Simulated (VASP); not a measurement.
A run of VASP 6.6.1 is set up as follows.

File INCAR:

```
SYSTEM = Na
ALGO     = Normal         ! electronic algorithm
EDIFF    = 1E-7           ! SCF threshold, eV
ENCUT    = 520            ! plane-wave cutoff, eV
GGA      = PE             ! functional
ISIF     = 2              ! what is computed and relaxed
ISMEAR   = -1             ! smearing method
LASPH    = .TRUE.         ! aspherical terms in the spheres
LCHARG   = .FALSE.        ! write CHGCAR
LREAL    = .FALSE.        ! projectors in reciprocal space
LWAVE    = .FALSE.        ! write WAVECAR
NBANDS   = 14             ! bands
NELM     = 100            ! most SCF steps
PREC     = Accurate       ! precision mode
SIGMA    = 0.08           ! smearing width, eV
```

KPOINTS

```
k-points
0
G
  12 12 7
  0 0 0
```

File POSCAR:

```
Na
1.0
    3.5783697003      0.0000000000      0.0000000000
   -1.7891848501      3.0989590646      0.0000000000
    0.0000000000      0.0000000000      5.8129968180
Na
2
Direct
    0.3333333333      0.6666666667      0.2500000000
    0.6666666667      0.3333333333      0.7500000000
```

Potentials or basis: VASP PAW PBE potentials, release 64 (Na_pv).

Command:

```bash
$ cat potpaw_PBE.64/Na_pv/POTCAR > POTCAR
$ mpirun -np 1 vasp_std > vasp.out
```

(1) What does it give for the pressure?

(2) Predict the band gap on the k mesh.

## Answers

(1) 1.4 GPa.

(2) zero (band 7 reaches 2.85 eV, above the bottom of band 8 at -1.33 eV).
